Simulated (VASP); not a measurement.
Input of a VASP 6.6.1 run:

The input INCAR:

```
ALGO     = Normal         # electronic algorithm
EDIFF    = 1E-6           # SCF threshold, eV
EDIFFG   = -0.01          # ionic threshold
ENCUT    = 600            # plane-wave cutoff, eV
GGA      = PE             # functional
IBRION   = 2              # ionic algorithm
ISIF     = 4              # what is computed and relaxed
ISMEAR   = 0              # smearing method
LASPH    = T              # aspherical terms in the spheres
LCHARG   = F              # write CHGCAR
LREAL    = F              # projectors in reciprocal space
LWAVE    = F              # write WAVECAR
NELM     = 100            # most SCF steps
NSW      = 50             # ionic steps
PREC     = Accurate       # precision mode
SIGMA    = 0.1            # smearing width, eV
```

The input KPOINTS:

```
k-points
0
Gamma
  6 6 6
```

Contents of POSCAR:

```
PrHRh3
1.0
    2.8315714796      1.6348085560      2.3119608166
   -2.8315714796      1.6348085560      2.3119608166
    0.0000000000     -3.2696171119      2.3119608166
Pr H Rh
1 1 3
Direct
    1.0106525397      1.0106525397      1.0106525397
    0.5110347511      0.5110347511      0.5110347511
    0.5106420972      0.0106943348      0.5106420972
    0.5106420972      0.5106420972      0.0106943348
    0.0106943348      0.5106420972      0.5106420972
```

Potentials or basis: VASP PAW PBE potentials, release 64 (Pr, H, Rh_pv).

Run with:

```bash
$ cat potpaw_PBE.64/Pr/POTCAR potpaw_PBE.64/H/POTCAR potpaw_PBE.64/Rh_pv/POTCAR > POTCAR
$ mpirun -np 1 vasp_std > vasp.out
```

Task: Estimate the band gap on the k mesh.

Result: Zero (an odd number of electrons rules out a gap without spin polarisation).

Final structure:
```
Pr H Rh
1.0
     2.83157    1.63481    2.31196
    -2.83157    1.63481    2.31196
     0.00000   -3.26962    2.31196
Pr H Rh
1 1 3
Direct
  0.01065 0.01065 0.01065
  0.51103 0.51103 0.51103
  0.51064 0.01069 0.51064
  0.51064 0.51064 0.01069
  0.01069 0.51064 0.51064
```

Caveat: spin-orbit coupling is left out, which moves the levels of the heavy elements; semilocal functionals describe open f shells poorly, which spoils levels, moments and volumes. Spin polarisation is off, so any magnetic state and its effect on volume and gap are missing.
